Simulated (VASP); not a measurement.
# Rh (Fm-3m) in VASP: notebook, part 2 of 2

VASP 6.6.1.

## Step 3: Single point, PBE

This run uses another cell than the first one, of 13.12 Å³/atom, 1.021 times its volume.

INCAR

```
SYSTEM = Rh
ALGO = Normal
EDIFF = 1E-6
ENCUT = 500
GGA = PE
GGA_COMPAT = .False.
ISIF = 2
ISMEAR = -1
LASPH = .True.
LCHARG = .False.
LREAL = .False.
LWAVE = .False.
NBANDS = 14
NELM = 120
PREC = Accurate
SIGMA = 0.05
```

KPOINTS

```
k-points
0
Gamma
  10 10 10
  0 0 0
```

POSCAR

```
Rh
1.0
    0.0000000000      1.8722002341      1.8722002341
    1.8722002341      0.0000000000      1.8722002341
    1.8722002341      1.8722002341      0.0000000000
Rh
1
Direct
    0.0000000000      0.0000000000      0.0000000000
```

Potentials or basis: VASP PAW PBE potentials, release 64 (Rh_pv).

Launch:

```sh
cat potpaw_PBE.64/Rh_pv/POTCAR > POTCAR
mpirun -np 1 vasp_std > vasp.out
```

Wall time 9.5 s (1 thread of AMD EPYC 7R13, shared host); peak memory 0.1 GiB.

Results (log left out):

* Free energy: -7.2166 eV
* Pressure: 21.0 GPa

Levels at points of the mesh, in eV from the Fermi level:
| k point | band 5 | band 6 | band 7 | band 8 | band 9 | band 10 |
| --- | --- | --- | --- | --- | --- | --- |
| (0.00, 0.00, 0.00) | -3.34 | -3.34 | -3.34 | -1.10 | -1.10 | 15.92 |
| (0.50, 0.00, 0.00) | -3.43 | -3.43 | 0.59 | 0.59 | 0.66 | 9.10 |
| (0.50, 0.50, 0.00) | -6.41 | 0.56 | 1.04 | 1.04 | 3.30 | 12.85 |

## Step 4: Single point, PBE

This run uses another cell than the first one, of 13.40 Å³/atom, 1.043 times its volume.

INCAR

```
  PREC = Accurate
  ENCUT = 500
  EDIFF = 1E-6
  ISMEAR = -1
  SIGMA = 0.05
  LREAL = False
  LASPH = True
  NELM = 120
  ALGO = Normal
  ISIF = 2
  LWAVE = False
  LCHARG = False
  GGA = PE
  NBANDS = 14
  GGA_COMPAT = False
```

KPOINTS

```
regular mesh
0
Gamma
  10 10 10
```

POSCAR

```
Rh
1.0
    0.0000000000      1.8851123679      1.8851123679
    1.8851123679      0.0000000000      1.8851123679
    1.8851123679      1.8851123679      0.0000000000
Rh
1
Direct
    0.0000000000      0.0000000000      0.0000000000
```

Potentials or basis: VASP PAW PBE potentials, release 64 (Rh_pv).

Launch:

```sh
cat potpaw_PBE.64/Rh_pv/POTCAR > POTCAR
mpirun -np 1 vasp_std > vasp.out
```

OUTCAR:

```text
PREC = Accurate
   ENCUT = 500
   EDIFF = 1E-6
   ISMEAR = -1
   LREAL = False
   LASPH = True
   NELM = 120
   ISIF = 2
   GGA = PE

 ion  position               nearest neighbor table
   1  0.000  0.000  0.000-

  LATTYP: Found a face centered cubic cell.
 ALAT       =     3.7702247358

  Lattice vectors:

 A1 = (   0.0000000000,   1.8851123679,   1.8851123679)
 A2 = (   1.8851123679,   0.0000000000,   1.8851123679)
 A3 = (   1.8851123679,   1.8851123679,   0.0000000000)

Analysis of symmetry for initial positions (statically):
=====================================================================
 Subroutine PRICEL returns:
 Original cell was already a primitive cell.

 Routine SETGRP: Setting up the symmetry group for a
 face centered cubic supercell.

 Subroutine GETGRP returns: Found 48 space group operations
 (whereof 48 operations were pure point group operations)
 out of a pool of 48 trial point group operations.

The static configuration has the point symmetry O_h .

Analysis of symmetry for dynamics (positions and initial velocities):
[... 160 lines left out ...]
 fundamental gap:      0.0740204880
 Fermi energy:        12.4132725199

 k-point     1 :       0.0000    0.0000    0.0000
  band No.  band energies     occupation
      1     -34.0471      2.00000
      2     -34.0471      2.00000
      3     -34.0471      2.00000
      4       4.2343      2.00000
      5       9.1765      2.00000
      6       9.1765      2.00000
      7       9.1765      2.00000
      8      11.3506      2.00000
      9      11.3506      2.00000
     10      28.3580      0.00000
     11      32.8234      0.00000
     12      33.9700      0.00000
     13      33.9700      0.00000
     14      33.9700      0.00000
[... 377 lines left out ...]
      1     -34.6578      2.00000
      2     -34.2979      2.00000
      3     -34.2726      2.00000
      4       6.5725      2.00000
      5       6.8987      2.00000
      6      10.8932      2.00000
      7      11.6730      2.00000
      8      12.8866      0.00015
      9      13.8271      0.00000
     10      26.9163      0.00000
     11      28.7585      0.00000
     12      28.9030      0.00000
     13      32.8205      0.00000
     14      34.5258      0.00000

 [... further k-points ...]
[... 5 lines left out ...]
  --------------------------------------------------------------------------------------
  -------------------------------------------------------------------------------------
  Total        1.1646170      1.1646170      1.1646170      0.0000000      0.0000000     -0.0000000
  in kB      139.2682087    139.2682087    139.2682087      0.0000000      0.0000000     -0.0000000
  external PRESSURE =     139.2682087 kB  Pullay stress =       0.0000000 kB

 VOLUME and BASIS-vectors are now :
 -----------------------------------------------------------------------------
  energy-cutoff  :      500.00
  volume of cell :       13.40
      direct lattice vectors                 reciprocal lattice vectors
     0.000000000  1.885112368  1.885112368    -0.265236178  0.265236178  0.265236178
     1.885112368  0.000000000  1.885112368     0.265236178 -0.265236178  0.265236178
     1.885112368  1.885112368  0.000000000     0.265236178  0.265236178 -0.265236178

 POSITION                                       TOTAL-FORCE (eV/Angst)
 -----------------------------------------------------------------------------------
      0.00000      0.00000      0.00000        -0.000000     -0.000000     -0.000000
 -----------------------------------------------------------------------------------
    total drift:                               -0.000000     -0.000000     -0.000000

  FREE ENERGIE OF THE ION-ELECTRON SYSTEM (eV)
  ---------------------------------------------------
  free  energy   TOTEN  =        -7.2462007890 eV

  energy  without entropy=       -7.2341612922  energy(sigma->0) =       -7.24018104
```

stdout:

```text
POSCAR found type information on POSCAR Rh
 POSCAR found :  1 types and       1 ions
 scaLAPACK will be used
 LDA part: xc-table for (Slater+PW92), standard interpolation
 POSCAR, INCAR and KPOINTS ok, starting setup
 FFT: planning ... GRIDC
 FFT: planning ... GRID_SOFT
 FFT: planning ... GRID
 WAVECAR not read
 entering main loop
```

Wall time 10 s (1 thread of AMD EPYC 7R13, shared host); peak memory 0.1 GiB.

Results:

| Quantity | Value |
| --- | --- |
| Free energy | -7.2462 eV |
| Pressure | 13.9 GPa |

Levels at points of the mesh, in eV from the Fermi level:
```
           k point  band 5  band 6  band 7  band 8  band 9  band 10
(0.00, 0.00, 0.00)   -3.24   -3.24   -3.24   -1.06   -1.06    15.94
(0.50, 0.00, 0.00)   -3.32   -3.32    0.56    0.56    0.68     8.88
(0.50, 0.50, 0.00)   -6.22    0.53    1.00    1.00    3.27    12.58
```

## Step 5: Single point, PBE

This run uses another cell than the first one, of 13.67 Å³/atom, 1.064 times its volume.

INCAR

```
  ALGO = Normal
  EDIFF = 1E-6
  ENCUT = 500
  GGA = PE
  GGA_COMPAT = False
  ISIF = 2
  ISMEAR = -1
  LASPH = True
  LCHARG = True
  LELF = True
  LREAL = False
  LVHAR = True
  LWAVE = False
  NBANDS = 14
  NELM = 120
  PREC = Accurate
  SIGMA = 0.05
```

KPOINTS

```
k-points
0
Gamma
  10 10 10
```

POSCAR

```
Rh
1.0
    0.0000000000      1.8978500000      1.8978500000
    1.8978500000      0.0000000000      1.8978500000
    1.8978500000      1.8978500000      0.0000000000
Rh
1
Direct
    0.0000000000      0.0000000000      0.0000000000
```

Launch:

```sh
cat potpaw_PBE.64/Rh_pv/POTCAR > POTCAR
mpirun -np 1 vasp_std > vasp.out
```

Run time: 9 s. Hardware: 1 thread of AMD EPYC 7R13, shared host; peak memory 0.1 GiB.

The run converged. Its results:

```yaml
Free_energy: -7.2644 eV
Pressure: 7.6 GPa
```

Levels at points of the mesh, in eV from the Fermi level:
```tsv
k point	band 5	band 6	band 7	band 8	band 9	band 10
(0.00, 0.00, 0.00)	-3.14	-3.14	-3.14	-1.03	-1.03	15.97
(0.50, 0.00, 0.00)	-3.21	-3.21	0.54	0.54	0.70	8.67
(0.50, 0.50, 0.00)	-6.03	0.52	0.96	0.96	3.24	12.32
```

## Step 6: Overview

| cell | gap on the mesh (eV) | pressure (GPa) |
| --- | --- | --- |
| a = 2.629 Å, angles 60.0°, 1 atom | none | 29.0 |
| a = 2.648 Å, angles 60.0°, 1 atom | none | 21.0 |
| a = 2.666 Å, angles 60.0°, 1 atom | none | 13.9 |
| a = 2.684 Å, angles 60.0°, 1 atom | none | 7.6 |

Alike in all rows: task single point; level PBE; potentials or basis VASP PAW PBE potentials, release 64 (Rh_pv); no spin polarisation; k mesh 10 × 10 × 10; cutoff (eV) 500; smearing fermi-dirac 0.05 eV.

Total energies depend on the potentials used, so only differences within one code and one set of settings carry meaning.
